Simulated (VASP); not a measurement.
Write the native input for VASP 6.6.1 that does the following.

- Task: single point
- Functional: PBE
- Potentials or basis: VASP PAW PBE potentials, release 64 (Cr_pv)
- Cutoff: 520 eV
- k mesh: 14 × 14 × 1
- Occupations: fermi-dirac, width 0.1 eV
- Spin: collinear spin, ferromagnetic start
- Starting moments: [2.0, 2.0, 2.0, 2.0, 2.0] μB
- Dipole correction: yes
- Further INCAR settings: ALGO = Normal; EDIFF = 1e-06; NBANDS = 42

The structure of Cr lies in POSCAR:

```
Cr
1.0
    2.8486260768      0.0000000000      0.0000000000
    0.0000000000      2.8486260768      0.0000000000
    0.0000000000      0.0000000000     21.6973000000
Cr
5
Direct
    0.0000000000      0.0000000000      0.3697908714
    0.5000000000      0.5000000000      0.4324505636
    0.0000000000      0.0000000000      0.5000000043
    0.5000000000      0.5000000000      0.5675494359
    0.0000000000      0.0000000000      0.6302091248
```

One way to write it, as run:

INCAR

```
SYSTEM = Cr
ALGO = Normal ; DIPOL = 0.5 0.5 0.500
EDIFF = 1E-6 ; ENCUT = 520
GGA = PE ; IDIPOL = 3
ISIF = 2 ; ISMEAR = -1
ISPIN = 2 ; LASPH = .True.
LCHARG = .False. ; LDIPOL = .True.
LMAXMIX = 4 ; LORBIT = 11
LREAL = .False. ; LWAVE = .False.
MAGMOM = 2 2 2 2 2 ; NBANDS = 42
NELM = 150 ; PREC = Accurate
SIGMA = 0.1
```

KPOINTS

```
k-points
0
Gamma
  14 14 1
  0 0 0
```

Potentials or basis: VASP PAW PBE potentials, release 64 (Cr_pv).

Launch:

```bash
$ cat potpaw_PBE.64/Cr_pv/POTCAR > POTCAR
$ mpirun -np 1 vasp_std > vasp.out
```

It gave:

```yaml
Largest_force: 0.038 eV/Å
Net_moment: 3.85 μB per cell
Site_moments: Cr +2.50, -1.45, +1.28 (each value once) μB
Valence_electrons_inside_the_program's_atomic_spheres: Cr 10.80, 11.06, 11.02 (each value once)
```

Wall time 43 min on 1 thread of Oxide Virtual Turin-like Processor (shared host), peak memory 0.53 GiB.
